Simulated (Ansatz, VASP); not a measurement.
## Two plane-wave programs on Si15Ni

The input INCAR:

```
SYSTEM = Si15Ni
ALGO = Normal
EDIFF = 1E-7
ENCUT = 520
GGA = PS
ISIF = 2
ISMEAR = 0
ISPIN = 2
LASPH = .TRUE.
LCHARG = .FALSE.
LDAU = .TRUE.
LDAUJ = 0 0
LDAUL = 2 -1
LDAUPRINT = 1
LDAUTYPE = 2
LDAUU = 5 0
LMAXMIX = 4
LORBIT = 11
LREAL = Auto
LWAVE = .FALSE.
MAGMOM = 0.13 0.01 0.01 0.01 0.01 0.01 0.01 0 0.03 0.03 0.03 0 0.03 0 0 0
NBANDS = 53
NELM = 150
PREC = Accurate
SIGMA = 0.05
```

The input KPOINTS:

```
k-points
0
G
  3 3 3
  0 0 0
```

POSCAR

```
Si15Ni
1.0
    0.0000000000      5.4370000000      5.4370000000
    5.4370000000      0.0000000000      5.4370000000
    5.4370000000      5.4370000000      0.0000000000
Ni Si
1 15
Direct
    1.0000000000      0.0000000000      1.0000000000
    0.0008460273      0.0008460273      0.4991539727
    0.0008460273      0.4991539727      0.0008460273
    0.0008460273      0.4991539727      0.4991539727
    0.4991539727      0.0008460273      0.0008460273
    0.4991539727      0.0008460273      0.4991539727
    0.4991539727      0.4991539727      0.0008460273
    0.5000000000      0.5000000000      0.5000000000
    0.1202211774      0.1202211774      0.1202211774
    0.1202211774      0.1202211774      0.6393364679
    0.1202211774      0.6393364679      0.1202211774
    0.1235527506      0.6254824165      0.6254824165
    0.6393364679      0.1202211774      0.1202211774
    0.6254824165      0.1235527506      0.6254824165
    0.6254824165      0.6254824165      0.1235527506
    0.6254824165      0.6254824165      0.6254824165
```

Input for Ansatz:

```yaml
crystal:
  lattice:
    - [0.0, 5.437, 5.437]
    - [5.437, 0.0, 5.437]
    - [5.437, 5.437, 0.0]
  atoms:
    - { symbol: Ni, position: [0.0, 0.0, 1.0], spin: 4.0 }
    - { symbol: Si, position: [0.0008460262, 0.0008460262, 0.4991539738] }
    - { symbol: Si, position: [0.0008460262, 0.4991539738, 0.0008460262] }
    - { symbol: Si, position: [0.0008460262, 0.4991539738, 0.4991539738] }
    - { symbol: Si, position: [0.4991539738, 0.0008460262, 0.0008460262] }
    - { symbol: Si, position: [0.4991539738, 0.0008460262, 0.4991539738] }
    - { symbol: Si, position: [0.4991539738, 0.4991539738, 0.0008460262] }
    - { symbol: Si, position: [0.5, 0.5, 0.5] }
    - { symbol: Si, position: [0.1202211887, 0.1202211887, 0.1202211887] }
    - { symbol: Si, position: [0.1202211887, 0.1202211887, 0.639336434] }
    - { symbol: Si, position: [0.1202211887, 0.639336434, 0.1202211887] }
    - { symbol: Si, position: [0.1235527616, 0.6254824128, 0.6254824128] }
    - { symbol: Si, position: [0.639336434, 0.1202211887, 0.1202211887] }
    - { symbol: Si, position: [0.6254824128, 0.1235527616, 0.6254824128] }
    - { symbol: Si, position: [0.6254824128, 0.6254824128, 0.1235527616] }
    - { symbol: Si, position: [0.6254824128, 0.6254824128, 0.6254824128] }
basis:
  ecutwfc: 420
  ecutrho_ratio: 4
kpoints:
  mp_grid: { grid: [3, 3, 3] }
hamiltonian:
  xc: pbesol
  hubbard:
    sites:
      - { site: 0, l: d, u_eff: 5.0, starting_ns: [{ spin: up, occupation_matrix: s0up }, { spin: down, occupation_matrix: s0down }] }
    occupation_matrices:
      s0up:
        matrix:
          - [0.97, 0.0, 0.0, 0.0, 0.0]
          - [0.0, 0.97, 0.0, 0.0, 0.0]
          - [0.0, 0.0, 0.97, 0.0, 0.0]
          - [0.0, 0.0, 0.0, 0.97, 0.0]
          - [0.0, 0.0, 0.0, 0.0, 0.97]
      s0down:
        matrix:
          - [0.12403, 0.07566, -0.01261, 0.18284, -0.22066]
          - [0.07566, 0.07502, -0.00917, 0.13297, -0.16048]
          - [-0.01261, -0.00917, 0.02153, -0.02216, 0.02675]
          - [0.18284, 0.13297, -0.02216, 0.34135, -0.38783]
          - [-0.22066, -0.16048, 0.02675, -0.38783, 0.48807]
    ns_hold: until_converged
scf:
  occupations: { method: gaussian, width: 0.05 }
  lower_state_search: "off"
  max_iter: 150
output:
  forces: true
  stress: true
  eigenvalues: true
  populations: true
  hubbard: { sites: [{ site: 0, l: d }] }
magnetization:
  spin_polarized: true
```

Alike in both runs: task single point; functional PBEsol; k mesh 3 × 3 × 3; occupations gaussian, width 0.05 eV; collinear spin; Hubbard terms Ni d U = 5.0 eV.

```csv
,VASP,Ansatz
version,VASP 6.6.1,Ansatz 0.2.0
potentials or method,"VASP PAW PBE potentials, release 64 (Ni, Si), cutoff 520 eV","scalar-relativistic, plane waves, PAW"
valence electrons in the cell,70,78
```

```tsv
	VASP	Ansatz	Ansatz less VASP
gap on the k mesh at the Fermi level (eV)	none	none	-
pressure (GPa)	-2.5	-2.3	+0.19
rms of the force components (eV/Å)	0.047	0.003	-0.0439
net moment per atom (μB)	0.04	0.04	-0.002
size of the moment on the site where the two differ most (μB)	0.18	0.12	-0.064
```

VASP's potentials were made for PBE, not for PBEsol. Site moments also hang on the region over which each program counts them. The programs project onto different local orbitals, so the same U acts differently, and such runs can settle in different states. Atom by atom the forces differ by 0.050 eV/Å (rms over components). A gap of «none» marks a metal or a gap that the smearing closes. VASP's potentials hold 70 valence electrons a cell and Ansatz's 78, so a difference there can come from the potentials and not from the codes. Ansatz's warnings: filled band counts differ across k points, specified occupation not kept, symmetry narrowed by occupation matrices.
